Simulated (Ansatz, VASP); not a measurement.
## One calculation of AgBr, two programs

INCAR

```
PREC = Accurate
ENCUT = 400
EDIFF = 1E-8
ISMEAR = -1
SIGMA = 0.02
LREAL = False
LASPH = True
NELM = 120
ALGO = Normal
ISIF = 2
LWAVE = False
LCHARG = False
GGA = PS
LEFG = True
NBANDS = 16
GGA_COMPAT = False
```

Contents of KPOINTS:

```
regular mesh
0
Gamma
  7 7 7
```

POSCAR

```
AgBr
1.0
    0.0000000000      2.8763975868      2.8763975868
    2.8763975868      0.0000000000      2.8763975868
    2.8763975868      2.8763975868      0.0000000000
Ag Br
1 1
Direct
    0.5000000000      0.5000000000      0.5000000000
    0.0000000000      0.0000000000      0.0000000000
```

Input for Ansatz:

```yaml
crystal:
  lattice:
    - [0.0, 2.8763975868, 2.8763975868]
    - [2.8763975868, 0.0, 2.8763975868]
    - [2.8763975868, 2.8763975868, 0.0]
  atoms:
    - { symbol: Ag, position: [0.5, 0.5, 0.5] }
    - { symbol: Br, position: [0.0, 0.0, 0.0] }
kpoints:
  mp_grid: { grid: [7, 7, 7] }
scf:
  occupations: { method: fermi_dirac, width: 0.02 }
hamiltonian:
  xc: pbesol
  pseudopotentials: { kind: paw }
output:
  forces: true
  stress: true
  eigenvalues: true
  efg: { contact_densities: true }
```

Change from the starting cell: volume scaled by 0.99, PAW files.

Alike in both runs: task electric field gradients; functional PBEsol; k mesh 7 × 7 × 7; occupations fermi-dirac, width 0.02 eV; no spin polarisation.

|  | VASP | Ansatz |
| --- | --- | --- |
| version | VASP 6.6.1 | Ansatz 0.2.0 |
| potentials or method | VASP PAW PBE potentials, release 64 (Ag, Br) | PAW with Ansatz's default frozen-core files, scalar-relativistic |
| plane-wave cutoff (eV) | 400 | 420 |
| valence electrons in the cell | 18 | 26 |

Ansatz gave:

| Item | Value |
| --- | --- |
| pressure (GPa) | -1.9 |

Q: Which values does VASP return?

A: Pressure (GPa): -2.1.

VASP's potentials were made for PBE, not for PBEsol. With one functional, cell and mesh, what is left measures potentials, basis and numerics. VASP's potentials hold 18 valence electrons a cell and Ansatz's 26, so a difference there can come from the potentials and not from the codes.
